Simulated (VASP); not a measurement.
SnBr4Cl:

```
CELL_PARAMETERS angstrom
4.50002 0.00000 0.00000
0.00000 4.50002 0.00000
0.00000 0.00000 7.75641
ATOMIC_POSITIONS crystal
Sn 0.00000 0.00000 0.00000
Br 0.50000 0.00000 0.00000
Br 0.00000 0.50000 0.00000
Br 0.00000 0.00000 0.27700
Br 0.00000 0.00000 0.72300
Cl 0.50000 0.50000 0.50000
```

The cell was generated, and may not be a known phase.

| Property | Result |
| --- | --- |
| Program | VASP 6.6.1 |
| Task | relaxation of cell and atoms |
| Functional | PBE |
| Potentials or basis | VASP PAW PBE potentials, release 64 (Sn_d, Br, Cl) |
| Cutoff | 600 eV |
| k mesh | 4 × 4 × 2 |
| Occupations | gaussian, width 0.1 eV |
| Spin | no spin polarisation |

At the start: pressure 40.8 GPa; volume 26.18 Å³/atom.

Where does the relaxation end?

Over 15 steps the energy falls by 1451.4 meV/atom and the volume is 42.51 Å³/atom (+62.4 %); space group P4/mmm (No. 123, to 0.1 Å) before and after.

The path:
```
step  energy change (eV)  largest force (eV/Å)  pressure (GPa)  volume (Å³)
   1              0.0000                9.6682           40.81       157.07
   2             -6.4258                0.1775           -2.46       362.55
   3             -8.0261                0.7763            0.77       242.38
   4             -8.0246                0.7683            0.48       245.67
   5             -8.5083                0.6995           -0.64       253.43
   6             -8.6645                0.3519           -0.85       259.94
   7             -8.6944                0.0100           -0.01       251.23
   8             -8.6947                0.0285           -0.09       251.96
   9             -8.7010                0.0597           -0.01       250.33
  10             -8.7028                0.0854            0.08       248.92
  11             -8.7040                0.0810            0.05       249.57
  12             -8.7066                0.0690           -0.01       251.53
  13             -8.7082                0.0501           -0.11       255.47
  14             -8.7084                0.0479            0.05       254.76
  15             -8.7087                0.0056           -0.02       255.06
```

Final structure:
```yaml
crystal:
  lattice:
    - [5.49943, 0.00000, 0.00000]
    - [0.00000, 5.49943, 0.00000]
    - [0.00000, 0.00000, 8.43350]
  atoms:
    - { symbol: Sn, position: [0.00000, 0.00000, 0.00000] }
    - { symbol: Br, position: [0.50000, 0.00000, 0.00000] }
    - { symbol: Br, position: [0.00000, 0.50000, 0.00000] }
    - { symbol: Br, position: [0.00000, 0.00000, 0.29907] }
    - { symbol: Br, position: [0.00000, 0.00000, 0.70093] }
    - { symbol: Cl, position: [0.50000, 0.50000, 0.50000] }
```

Caveat: the k points lie up to 0.37 Å⁻¹ apart in the final cell, too coarse for converged energies and pressures of a metal; the volume moved by over 15 % at a fixed basis, so the end points are rough; an odd number of electrons without spin polarisation forces a metal; a magnetic or distorted state may lie lower.
